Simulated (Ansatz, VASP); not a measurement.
## InBRh2 in VASP and in Ansatz

Contents of INCAR:

```
  PREC = Accurate
  ENCUT = 520
  EDIFF = 1E-8
  ISMEAR = -1
  SIGMA = 0.15
  LREAL = F
  LASPH = T
  NELM = 80
  ALGO = Fast
  ISIF = 2
  LWAVE = F
  LCHARG = F
  GGA = PE
  LEFG = T
  NBANDS = 31
```

Contents of KPOINTS:

```
regular mesh
0
Gamma
  18 18 8
```

POSCAR

```
InBRh2
1.0
    3.2015209613      0.0000000000      0.0000000000
   -1.6007604806      2.7725984833      0.0000000000
    0.0000000000      0.0000000000      6.4413347329
In B Rh
1 1 2
Direct
    0.0000000000      0.0000000000      0.5000000000
    0.0000000000      0.0000000000      0.0000000000
    0.6666666667      0.3333333333      0.8313249778
    0.3333333333      0.6666666667      0.1686750222
```

Input for Ansatz:

```yaml
crystal:
  lattice:
    - [3.2015209613, 0.0, 0.0]
    - [-1.6007604806, 2.7725984833, 0.0]
    - [0.0, 0.0, 6.4413347329]
  atoms:
    - { symbol: In, position: [0.0, 0.0, 0.5] }
    - { symbol: B, position: [0.0, 0.0, 0.0] }
    - { symbol: Rh, position: [0.6666666667, 0.3333333333, 0.8313249778] }
    - { symbol: Rh, position: [0.3333333333, 0.6666666667, 0.1686750222] }
basis:
  ecutwfc: 420
kpoints:
  mp_grid: { grid: [18, 18, 8] }
hamiltonian:
  xc: pbe
scf:
  occupations: { method: fermi_dirac, width: 0.15 }
output:
  forces: true
  stress: true
  eigenvalues: true
  efg: {}
checkpoint:
  read: start.run
  write: ck
  compress: false
  write_wavefunctions: false
  write_every: 100000
```

Alike in both runs: task electric field gradients; functional PBE; k mesh 18 × 18 × 8; occupations fermi-dirac, width 0.15 eV; no spin polarisation.

|  | VASP | Ansatz |
| --- | --- | --- |
| version | VASP 6.6.1 | Ansatz 0.2.0 |
| potentials or method | VASP PAW PBE potentials, release 64 (In_d, B, Rh_pv), cutoff 520 eV | scalar-relativistic, plane waves, PAW |
| valence electrons in the cell | 46 | 50 |

Ansatz gave:

```
gap on the k mesh at the Fermi level (eV)            : none
pressure (GPa)                                       : 0.0
size of Vzz on the site where it differs most (V/Å²) : 141.1
```

Task: What did VASP give for the same quantities?

Result: gap on the k mesh at the Fermi level (eV): none; pressure (GPa): 0.1; size of Vzz on the site where it differs most (V/Å²): 131.2.

A gap of «none» marks a metal or a gap that the smearing closes. With one functional, cell and mesh, what is left measures potentials, basis and numerics. VASP's potentials hold 46 valence electrons a cell and Ansatz's 50, so a difference there can come from the potentials and not from the codes.
